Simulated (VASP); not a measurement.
Wanted: the native input for a VASP 6.6.1 run.

```
Task                   : single point
Functional             : PBE
Potentials or basis    : VASP PAW PBE potentials, release 64 (Cd, Se)
Cutoff                 : 520 eV
k mesh                 : 12 × 12 × 4
Occupations            : gaussian, width 0.1 eV
Spin                   : no spin polarisation
Dipole correction      : no
Further INCAR settings : ALGO = Normal; EDIFF = 1e-06; NBANDS = 36
```

The structure of CdSe lies in POSCAR:

```
CdSe
1.0
    4.3407652831      0.0000000000      0.0000000000
   -2.1703826415      3.7592130070      0.0000000000
    0.0000000000      0.0000000000     10.0001612300
Cd Se
3 3
Direct
    0.0000000000      0.5000000000      0.1666666667
    0.5000000000      0.5000000000      0.8333333333
    0.5000000000      0.0000000000      0.5000000000
    0.5000000000      0.5000000000      0.3333333333
    0.5000000000      0.0000000000      0.0000000000
    0.0000000000      0.5000000000      0.6666666667
```

One way to write it, as run:

INCAR

```
SYSTEM = CdSe
ALGO     = Normal         ! electronic algorithm
EDIFF    = 1E-6           ! SCF threshold, eV
ENCUT    = 520            ! plane-wave cutoff, eV
GGA      = PE             ! functional
ISIF     = 2              ! what is computed and relaxed
ISMEAR   = 0              ! smearing method
LASPH    = .TRUE.         ! aspherical terms in the spheres
LCHARG   = .FALSE.        ! write CHGCAR
LREAL    = .FALSE.        ! projectors in reciprocal space
LWAVE    = .FALSE.        ! write WAVECAR
NBANDS   = 36             ! bands
NELM     = 80             ! most SCF steps
PREC     = Accurate       ! precision mode
SIGMA    = 0.1            ! smearing width, eV
```

KPOINTS

```
k-points
0
G
  12 12 4
  0 0 0
```

Potentials or basis: VASP PAW PBE potentials, release 64 (Cd, Se).

The run is started by

```sh
$ cat potpaw_PBE.64/Cd/POTCAR potpaw_PBE.64/Se/POTCAR > POTCAR
$ mpirun -np 1 vasp_std > vasp.out
```

It gave:

```yaml
Pressure: -1.1 GPa
Band_gap_on_the_k_mesh: zero (bands 27 and 28 overlap by 0.15 eV)
```

Caveat: semilocal functionals underestimate gaps, and a narrow one can read as zero.

It took 6.5 min on 1 thread of Intel Xeon 8259CL (shared host), peak memory 0.44 GiB.
